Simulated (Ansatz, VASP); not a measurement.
**One calculation of In3Se, two programs**

POSCAR

```
In3Se
1.0
    4.8037580000      0.0000000000      0.0000000000
    0.0000000000      4.8037580000      0.0000000000
    0.0000000000      0.0000000000      4.8037580000
In Se
3 1
Direct
    0.5000000000      0.5000000000      0.0000000000
    0.5000000000      0.0000000000      0.5000000000
    0.0000000000      0.5000000000      0.5000000000
    0.0000000000      0.0000000000      0.0000000000
```

File INCAR.step1:

```
SYSTEM = In3Se
PREC = Accurate ; ENCUT = 520
EDIFF = 1E-5 ; ISMEAR = -1
SIGMA = 0.05 ; LREAL = .FALSE.
LASPH = .TRUE. ; NELM = 80
ALGO = Normal ; ISIF = 2
LWAVE = .TRUE. ; GGA = PE
NBANDS = 30
```

INCAR.step2

```
SYSTEM = In3Se
PREC = Accurate ; ENCUT = 520
EDIFF = 1E-6 ; ISMEAR = -1
SIGMA = 0.05 ; LREAL = .FALSE.
LASPH = .TRUE. ; NELM = 80
ALGO = Normal ; ISIF = 2
LWAVE = .FALSE. ; LCHARG = .TRUE.
GGA = PE ; LHFCALC = .TRUE.
HFSCREEN = 0.2079 ; PRECFOCK = Normal
LELF = .TRUE. ; LVHAR = .TRUE.
ISTART = 1 ; NBANDS = 30
```

File KPOINTS:

```
regular mesh
0
G
  3 3 3
  0 0 0
```

Contents of input.yaml:

```yaml
crystal:
  lattice:
    - [4.803758, 0.0, 0.0]
    - [0.0, 4.803758, 0.0]
    - [0.0, 0.0, 4.803758]
  atoms:
    - { symbol: In, position: [0.5, 0.5, 0.0] }
    - { symbol: In, position: [0.5, 0.0, 0.5] }
    - { symbol: In, position: [0.0, 0.5, 0.5] }
    - { symbol: Se, position: [0.0, 0.0, 0.0] }
hamiltonian:
  xc: hse06
  pseudopotentials: { kind: paw }
kpoints:
  mp_grid: { grid: [3, 3, 3] }
scf:
  occupations: { method: fermi_dirac, width: 0.05 }
  n_extra_bands: 10
output:
  forces: true
  stress: true
  eigenvalues: true
  dos: { projected: true, de: 0.05 }
  write_density: true
  write_potential: true
  elf: true
  volumetric_format: npy
```

Alike in both runs: functional HSE06; k mesh 3 × 3 × 3; occupations fermi-dirac, width 0.05 eV; no spin polarisation.

|  | VASP | Ansatz |
| --- | --- | --- |
| version | VASP 6.6.1 | Ansatz 0.2.0 |
| potentials or method | VASP PAW PBE potentials, release 64 (In_d, Se) | Ansatz PAW |
| plane-wave cutoff (eV) | 520 | 420 |
| valence electrons in the cell | 45 | 55 |
| task | single point | projected density of states |

```csv
,VASP,Ansatz,Ansatz less VASP
gap on the k mesh at the Fermi level (eV),none,none,-
pressure (GPa),-0.8,-0.8,+0.09
```

A gap of «none» marks a metal or a gap that the smearing closes. With one functional, cell and mesh, what is left measures potentials, basis and numerics. VASP's potentials hold 45 valence electrons a cell and Ansatz's 55, so a difference there can come from the potentials and not from the codes.

The k mesh is coarse, so the values compare programs but aren't converged.
